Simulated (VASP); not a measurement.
# AlCo3 (Pm-3m) in VASP: a series of runs

Runs on AlCo3. Level: PBEsol. Tasks: single point.

Program: VASP 6.6.1. These are calculated values, not measurements. Logs are shortened: lines on timing, memory, paths and dates and some standing lists are left out, and cuts for length are marked.

## (1) The cell of the first run

It takes space group Pm-3m (No. 221, cubic). Conventional cell: a = 3.575 Å, b = 3.575 Å, c = 3.575 Å, α = 90.00°, β = 90.00°, γ = 90.00°. Al (site symmetry m-3m) has 12 Co at 2.53 Å within 3.3 Å. Co (site symmetry 4/mmm) has 4 Al at 2.53 Å and 8 Co at 2.53 Å within 3.3 Å.

## (2) Single point, PBEsol, collinear spin, ferromagnetic start

INCAR reads:

```
SYSTEM = AlCo3
ALGO     = Normal         ! electronic algorithm
EDIFF    = 1E-6           ! SCF threshold, eV
ENCUT    = 520            ! plane-wave cutoff, eV
GGA      = PS             ! functional
ISIF     = 2              ! what is computed and relaxed
ISMEAR   = 1              ! smearing method
ISPIN    = 2              ! spin polarisation
LASPH    = .True.         ! aspherical terms in the spheres
LCHARG   = .False.        ! write CHGCAR
LMAXMIX  = 4              ! l up to which the mixer works
LORBIT   = 11             ! projections on sites
LREAL    = .False.        ! projectors in reciprocal space
LWAVE    = .False.        ! write WAVECAR
MAGMOM   = 0 1.48 1.48 1.48 ! initial moments
NBANDS   = 27             ! bands
NELM     = 150            ! most SCF steps
PREC     = Accurate       ! precision mode
SIGMA    = 0.1            ! smearing width, eV
```

KPOINTS reads:

```
k-points
0
Gamma
  12 12 12
  0 0 0
```

POSCAR reads:

```
AlCo3
1.0
    3.5749480000      0.0000000000      0.0000000000
    0.0000000000      3.5749480000      0.0000000000
    0.0000000000      0.0000000000      3.5749480000
Al Co
1 3
Direct
    0.0000000000      0.0000000000      0.0000000000
    0.5000000000      0.5000000000      0.0000000000
    0.5000000000      0.0000000000      0.5000000000
    0.0000000000      0.5000000000      0.5000000000
```

Potentials or basis: VASP PAW PBE potentials, release 64 (Al, Co).

On the command line:

```bash
cat potpaw_PBE.64/Al/POTCAR potpaw_PBE.64/Co/POTCAR > POTCAR
mpirun -np 1 vasp_std > vasp.out
```

OUTCAR:

```text
SYSTEM = AlCo3
   EDIFF = 1E-6
   ENCUT = 520
   GGA = PS
   ISIF = 2
   ISMEAR = 1
   ISPIN = 2
   LASPH = .True.
   LORBIT = 11
   LREAL = .False.
   NELM = 150
   PREC = Accurate

 ion  position               nearest neighbor table
   1  0.000  0.000  0.000-   2 2.53   3 2.53   4 2.53   3 2.53   4 2.53   2 2.53   4 2.53   4 2.53
                             2 2.53   3 2.53   3 2.53   2 2.53
   2  0.500  0.500  0.000-   1 2.53   3 2.53   4 2.53   3 2.53   4 2.53   1 2.53   3 2.53   3 2.53
                             1 2.53   4 2.53   4 2.53   1 2.53
   3  0.500  0.000  0.500-   1 2.53   2 2.53   4 2.53   1 2.53   2 2.53   2 2.53   4 2.53   2 2.53
                             1 2.53   4 2.53   1 2.53   4 2.53
   4  0.000  0.500  0.500-   1 2.53   2 2.53   3 2.53   1 2.53   2 2.53   1 2.53   3 2.53   1 2.53
                             2 2.53   3 2.53   2 2.53   3 2.53

  LATTYP: Found a simple cubic cell.
 ALAT       =     3.5749480000

  Lattice vectors:

 A1 = (   3.5749480000,   0.0000000000,   0.0000000000)
 A2 = (   0.0000000000,   3.5749480000,   0.0000000000)
 A3 = (   0.0000000000,   0.0000000000,   3.5749480000)

Analysis of symmetry for initial positions (statically):
=====================================================================
 Subroutine PRICEL returns:
 Original cell was already a primitive cell.

 Routine SETGRP: Setting up the symmetry group for a
 simple cubic supercell.

 Subroutine GETGRP returns: Found 48 space group operations
 (whereof 48 operations were pure point group operations)
 out of a pool of 48 trial point group operations.

The static configuration has the point symmetry O_h .

Analysis of symmetry for dynamics (positions and initial velocities):
=====================================================================
 Subroutine PRICEL returns:
 Original cell was already a primitive cell.

 Routine SETGRP: Setting up the symmetry group for a
 simple cubic supercell.

 Subroutine GETGRP returns: Found 48 space group operations
 (whereof 48 operations were pure point group operations)
 out of a pool of 48 trial point group operations.

The dynamic configuration has the point symmetry O_h .

Analysis of structural, dynamic, and magnetic symmetry:
=====================================================================
 Subroutine PRICEL returns:
 Original cell was already a primitive cell.

 Routine SETGRP: Setting up the symmetry group for a
 simple cubic supercell.

 Subroutine GETGRP returns: Found 48 space group operations
 (whereof 48 operations were pure point group operations)
 out of a pool of 48 trial point group operations.

The overall configuration has the point symmetry O_h .

 Subroutine INISYM returns: Found 48 space group operations
 (whereof 48 operations are pure point group operations),
 and found     1 'primitive' translations

----------------------------------------------------------------------------------------

                                     Primitive cell

  volume of cell :      45.6887

  direct lattice vectors                    reciprocal lattice vectors
     3.574948000  0.000000000  0.000000000     0.279724348  0.000000000  0.000000000
     0.000000000  3.574948000  0.000000000     0.000000000  0.279724348  0.000000000
     0.000000000  0.000000000  3.574948000     0.000000000  0.000000000  0.279724348

  length of vectors
     3.574948000  3.574948000  3.574948000     0.279724348  0.279724348  0.279724348

  position of ions in fractional coordinates (direct lattice)
     0.000000000  0.000000000  0.000000000
     0.500000000  0.500000000  0.000000000
     0.500000000  0.000000000  0.500000000
     0.000000000  0.500000000  0.500000000

  ion indices of the primitive-cell ions
   primitive index   ion index
                 1           1
                 2           2
                 3           3
                 4           4

----------------------------------------------------------------------------------------

 KPOINTS: k-points

Automatic generation of k-mesh.
 Grid dimensions read from file:
 generate k-points for:   12   12   12

 Generating k-lattice:

  Cartesian coordinates                     Fractional coordinates (reciprocal lattice)
     0.023310362  0.000000000  0.000000000     0.083333333  0.000000000  0.000000000
     0.000000000  0.023310362  0.000000000     0.000000000  0.083333333  0.000000000
     0.000000000  0.000000000  0.023310362     0.000000000  0.000000000  0.083333333

  Length of vectors
     0.023310362  0.023310362  0.023310362

  Shift w.r.t. Gamma in fractional coordinates (k-lattice)
     0.000000000  0.000000000  0.000000000

 Subroutine IBZKPT returns following result:
 ===========================================

 Found     84 irreducible k-points:

 Following reciprocal coordinates:
            Coordinates               Weight
  0.000000  0.000000  0.000000      1.000000
  0.083333  0.000000  0.000000      6.000000
[... 58 lines left out ...]
 Methfessel and Paxton  Order N= 1 SIGMA  =   0.10
  energy-cutoff  :      520.00
  volume of cell :       45.69
 maximum number of plane-waves:      1253
 NGX is ok and might be reduce to    28
   NGX = 13   NGY = 13   NGZ = 13

 number of electron      30.0000033 magnetization       3.8708315

 Free energy of the ion-electron system (eV)
  ---------------------------------------------------
  ext. energy  EPLUGINS =         0.00000000
  ---------------------------------------------------
  free energy    TOTEN  =       -27.97708088 eV

  energy without entropy =      -27.97766200  energy(sigma->0) =      -27.97727458

 E-fermi :   9.9058     XC(G=0): -12.8628

 val. band max:        9.9041070155   @ k =   0.5000   0.1667   0.0833
 cond. band min:       9.9072966629   @ k =   0.3333   0.3333   0.1667
 fundamental gap:      0.0031896474
 Fermi energy:         9.9057785547

 spin component 1

 k-point     1 :       0.0000    0.0000    0.0000
  band No.  band energies     occupation
      1      -0.0639      1.00000
      2       4.9063      1.00000
      3       5.8658      1.00000
      4       5.8658      1.00000
      5       6.2131      1.00000
      6       6.2131      1.00000
[... 19 lines left out ...]
     26      23.7743      0.00000
     27      23.7743      0.00000

 k-point     2 :       0.0833    0.0000    0.0000
  band No.  band energies     occupation
      1       0.0211      1.00000
      2       4.9404      1.00000
      3       5.8241      1.00000
      4       5.9215      1.00000
      5       6.2302      1.00000
      6       6.2302      1.00000
[... 652 lines left out ...]
 k-point    24 :       0.4167    0.3333    0.0000
  band No.  band energies     occupation
      1       3.0090      1.00000
      2       4.6558      1.00000
      3       5.4952      1.00000
      4       6.2851      1.00000
      5       6.4473      1.00000
      6       6.8639      1.00000
[... 19 lines left out ...]
     26      22.7954      0.00000
     27      23.1542      0.00000

 [... further k-points ...]

 spin component 2

 k-point     1 :       0.0000    0.0000    0.0000
  band No.  band energies     occupation
      1      -0.0200      1.00000
      2       5.8911      1.00000
      3       6.7443      1.00000
      4       6.7443      1.00000
      5       7.2221      1.00000
      6       7.2221      1.00000
[... 19 lines left out ...]
     26      23.9982      0.00000
     27      23.9982      0.00000

 k-point     2 :       0.0833    0.0000    0.0000
  band No.  band energies     occupation
      1       0.0648      1.00000
      2       5.9165      1.00000
      3       6.6669      1.00000
      4       6.8052      1.00000
      5       7.2331      1.00000
      6       7.2331      1.00000
[... 652 lines left out ...]
 k-point    24 :       0.4167    0.3333    0.0000
  band No.  band energies     occupation
      1       3.0730      1.00000
      2       4.8838      1.00000
      3       5.8950      1.00000
      4       7.1304      1.00000
      5       7.3126      1.00000
      6       7.8863      1.00000
[... 19 lines left out ...]
     26      23.1879      0.00000
     27      23.2241      0.00000

 [... further k-points ...]

------------------------ aborting loop because EDIFF is reached ----------------------------------------

  FORCE on cell =-STRESS in cart. coord.  units (eV):
  Direction    XX          YY          ZZ          XY          YZ          ZX
  --------------------------------------------------------------------------------------
  -------------------------------------------------------------------------------------
  Total       -2.1898011     -2.1898011     -2.1898011      0.0000000     -0.0000000     -0.0000000
  in kB      -76.7902463    -76.7902463    -76.7902463      0.0000000     -0.0000000     -0.0000000
  external PRESSURE =     -76.7902463 kB  Pullay stress =       0.0000000 kB

 VOLUME and BASIS-vectors are now :
 -----------------------------------------------------------------------------
  energy-cutoff  :      520.00
  volume of cell :       45.69
      direct lattice vectors                 reciprocal lattice vectors
     3.574948000  0.000000000  0.000000000     0.279724348  0.000000000  0.000000000
     0.000000000  3.574948000  0.000000000     0.000000000  0.279724348  0.000000000
     0.000000000  0.000000000  3.574948000     0.000000000  0.000000000  0.279724348

 POSITION                                       TOTAL-FORCE (eV/Angst)
 -----------------------------------------------------------------------------------
      0.00000      0.00000      0.00000         0.000000      0.000000      0.000000
      1.78747      1.78747      0.00000         0.000000      0.000000      0.000000
      1.78747      0.00000      1.78747         0.000000      0.000000      0.000000
      0.00000      1.78747      1.78747         0.000000      0.000000      0.000000
 -----------------------------------------------------------------------------------
    total drift:                                0.000000      0.000000      0.000000

  FREE ENERGIE OF THE ION-ELECTRON SYSTEM (eV)
  ---------------------------------------------------
  free  energy   TOTEN  =       -27.9770808767 eV

  energy  without entropy=      -27.9776619982  energy(sigma->0) =      -27.97727458

 total charge

# of ion       s       p       d       tot
------------------------------------------
    1        0.408   0.413   0.000   0.821
    2        0.472   0.510   7.315   8.297
    3        0.472   0.510   7.315   8.297
    4        0.472   0.510   7.315   8.297
--------------------------------------------------
tot          1.824   1.944  21.944  25.712

 magnetization (x)

# of ion       s       p       d       tot
------------------------------------------
    1       -0.002  -0.037   0.000  -0.038
    2       -0.002  -0.002   1.327   1.323
    3       -0.002  -0.002   1.327   1.323
    4       -0.002  -0.002   1.327   1.323
--------------------------------------------------
tot         -0.007  -0.044   3.981   3.930
```

It took 7.2 min on 1 thread of Intel Xeon 8259CL, shared host; peak memory 0.28 GiB.

What came out:

```yaml
Free_energy: -27.9771 eV
Pressure: -7.7 GPa
Net_moment: 3.87 μB per cell
Site_moments: Al -0.04; Co +1.32 μB
Valence_electrons_inside_the_program's_atomic_spheres: Al 0.82; Co 8.30
```

Levels at points of the mesh, in eV from the Fermi level:
Spin up:
| k point | band 15 | band 16 | band 17 | band 18 | band 19 | band 20 |
| --- | --- | --- | --- | --- | --- | --- |
| (0.00, 0.00, 0.00) | -0.19 | -0.19 | 0.80 | 0.80 | 0.80 | 6.68 |
| (0.50, 0.00, 0.00) | -1.38 | -0.95 | -0.19 | 5.50 | 5.50 | 5.57 |
| (0.50, 0.50, 0.00) | -1.19 | -1.18 | -0.73 | 0.77 | 0.77 | 8.13 |
| (0.50, 0.50, 0.50) | -1.29 | -0.40 | -0.40 | -0.40 | -0.33 | 3.39 |
Spin down:
| k point | band 11 | band 12 | band 13 | band 14 | band 15 | band 16 |
| --- | --- | --- | --- | --- | --- | --- |
| (0.00, 0.00, 0.00) | 0.59 | 0.59 | 0.82 | 0.82 | 0.82 | 1.01 |
| (0.50, 0.00, 0.00) | -0.80 | -0.22 | -0.22 | -0.21 | 0.03 | 0.67 |
| (0.50, 0.50, 0.00) | -0.38 | -0.37 | -0.31 | -0.31 | 0.09 | 0.10 |
| (0.50, 0.50, 0.50) | -0.32 | -0.32 | -0.32 | -0.20 | -0.05 | -0.05 |

Caveat: the cell stands under tension; the PAW data sets were made with another functional, which shifts forces and pressure a little.

## (3) Single point, PBEsol, collinear spin, ferromagnetic start

INCAR reads:

```
SYSTEM = AlCo3
  PREC = Accurate
  ENCUT = 520
  EDIFF = 1E-6
  ISMEAR = 1
  SIGMA = 0.2
  LREAL = .FALSE.
  LASPH = .TRUE.
  NELM = 150
  ALGO = Normal
  ISIF = 2
  LWAVE = .FALSE.
  LCHARG = .FALSE.
  ISPIN = 2
  MAGMOM = 0 1.48 1.48 1.48
  LORBIT = 11
  LMAXMIX = 4
  GGA = PS
  NBANDS = 27
```

KPOINTS reads:

```
Automatic mesh
0
G
  12 12 12
  0 0 0
```

POSCAR is that of step 2.

Potentials or basis: VASP PAW PBE potentials, release 64 (Al, Co).

On the command line:

```bash
cat potpaw_PBE.64/Al/POTCAR potpaw_PBE.64/Co/POTCAR > POTCAR
mpirun -np 1 vasp_std > vasp.out
```

Wall time 7.2 min (1 thread of Intel Xeon 8259CL, shared host); peak memory 0.28 GiB.

It converged, with:

```
Free energy                                           : -27.9781 eV
Pressure                                              : -7.7 GPa
Net moment                                            : 3.86 μB per cell
Site moments                                          : Al -0.04; Co +1.32 μB
Valence electrons inside the program's atomic spheres : Al 0.82; Co 8.30
```

Levels at points of the mesh, in eV from the Fermi level:
Spin up:
| k point | band 14 | band 15 | band 16 | band 17 | band 18 | band 19 | band 20 | band 21 |
| --- | --- | --- | --- | --- | --- | --- | --- | --- |
| (0.00, 0.00, 0.00) | -0.19 | -0.19 | -0.19 | 0.81 | 0.81 | 0.81 | 6.68 | 6.68 |
| (0.50, 0.00, 0.00) | -1.45 | -1.37 | -0.94 | -0.19 | 5.50 | 5.50 | 5.57 | 5.57 |
| (0.50, 0.50, 0.00) | -1.57 | -1.19 | -1.18 | -0.72 | 0.77 | 0.77 | 8.13 | 8.16 |
| (0.50, 0.50, 0.50) | -1.29 | -1.29 | -0.40 | -0.40 | -0.40 | -0.33 | 3.40 | 4.19 |
Spin down:
```csv
k point,band 11,band 12,band 13,band 14,band 15,band 16
"(0.00, 0.00, 0.00)",0.59,0.59,0.82,0.82,0.82,1.01
"(0.50, 0.00, 0.00)",-0.80,-0.21,-0.21,-0.21,0.03,0.67
"(0.50, 0.50, 0.00)",-0.38,-0.37,-0.31,-0.31,0.09,0.11
"(0.50, 0.50, 0.50)",-0.32,-0.32,-0.32,-0.20,-0.05,-0.05
```

Caveat: the cell stands under tension; the PAW data sets were made with another functional, which shifts forces and pressure a little.

## (4) Single point, PBEsol, collinear spin, ferromagnetic start

INCAR reads:

```
SYSTEM = AlCo3
PREC = Accurate ; ENCUT = 520
EDIFF = 1E-6 ; ISMEAR = 1
SIGMA = 0.3 ; LREAL = .False.
LASPH = .True. ; NELM = 150
ALGO = Normal ; ISIF = 2
LWAVE = .False. ; LCHARG = .False.
ISPIN = 2 ; MAGMOM = 0 1.48 1.48 1.48
LORBIT = 11 ; LMAXMIX = 4
GGA = PS ; NBANDS = 27
```

KPOINTS reads:

```
regular mesh
0
Gamma
  12 12 12
  0 0 0
```

POSCAR is that of step 3.

On the command line:

```bash
cat potpaw_PBE.64/Al/POTCAR potpaw_PBE.64/Co/POTCAR > POTCAR
mpirun -np 1 vasp_std > vasp.out
```

It took 6.4 min on 1 thread of Intel Xeon 8259CL, shared host; peak memory 0.28 GiB.

The run converged. Its results:

| Property | Result |
| --- | --- |
| Free energy | -27.9824 eV |
| Pressure | -7.6 GPa |
| Net moment | 3.89 μB per cell |
| Site moments | Al -0.04; Co +1.33 μB |
| Valence electrons inside the program's atomic spheres | Al 0.82; Co 8.30 |

Levels at points of the mesh, in eV from the Fermi level:
Spin up:
```tsv
k point	band 13	band 14	band 15	band 16	band 17	band 18	band 19	band 20	band 21	band 22
(0.00, 0.00, 0.00)	-0.45	-0.20	-0.20	-0.20	0.80	0.80	0.80	6.67	6.67	7.17
(0.50, 0.00, 0.00)	-1.46	-1.46	-1.38	-0.95	-0.20	5.49	5.49	5.56	5.56	6.44
(0.50, 0.50, 0.00)	-1.70	-1.58	-1.20	-1.20	-0.74	0.76	0.76	8.12	8.16	8.16
(0.50, 0.50, 0.50)	-1.87	-1.31	-1.31	-0.41	-0.41	-0.41	-0.34	3.38	4.18	4.18
```
Spin down:
| k point | band 9 | band 10 | band 11 | band 12 | band 13 | band 14 | band 15 | band 16 | band 17 | band 18 |
| --- | --- | --- | --- | --- | --- | --- | --- | --- | --- | --- |
| (0.00, 0.00, 0.00) | -0.42 | -0.42 | 0.58 | 0.58 | 0.82 | 0.82 | 0.82 | 1.00 | 1.19 | 1.19 |
| (0.50, 0.00, 0.00) | -1.31 | -0.94 | -0.81 | -0.22 | -0.21 | -0.21 | 0.02 | 0.66 | 1.19 | 5.89 |
| (0.50, 0.50, 0.00) | -1.18 | -1.18 | -0.38 | -0.38 | -0.31 | -0.31 | 0.09 | 0.11 | 0.24 | 1.99 |
| (0.50, 0.50, 0.50) | -1.17 | -1.17 | -0.33 | -0.33 | -0.33 | -0.20 | -0.05 | -0.05 | 1.00 | 1.00 |

Caveat: the cell stands under tension; so wide a smearing shifts energies and pressures; the PAW data sets were made with another functional, which shifts forces and pressure a little.

## (5) Overview

| smearing | gap on the mesh (eV) | pressure (GPa) | moment (μB) |
| --- | --- | --- | --- |
| methfessel-paxton 0.1 eV | none | -7.7 | 3.87 |
| methfessel-paxton 0.2 eV | none | -7.7 | 3.86 |
| methfessel-paxton 0.3 eV | none | -7.6 | 3.89 |

Alike in all rows: task single point; level PBEsol; potentials or basis VASP PAW PBE potentials, release 64 (Al, Co); spin collinear, ferromagnetic start; cell as given; k mesh 12 × 12 × 12; cutoff (eV) 520.

Caveats: the cell stands under tension; the PAW data sets were made with another functional, which shifts forces and pressure a little; so wide a smearing shifts energies and pressures (at least some runs).

Total energies depend on the potentials used, so only differences within one code and one set of settings carry meaning.
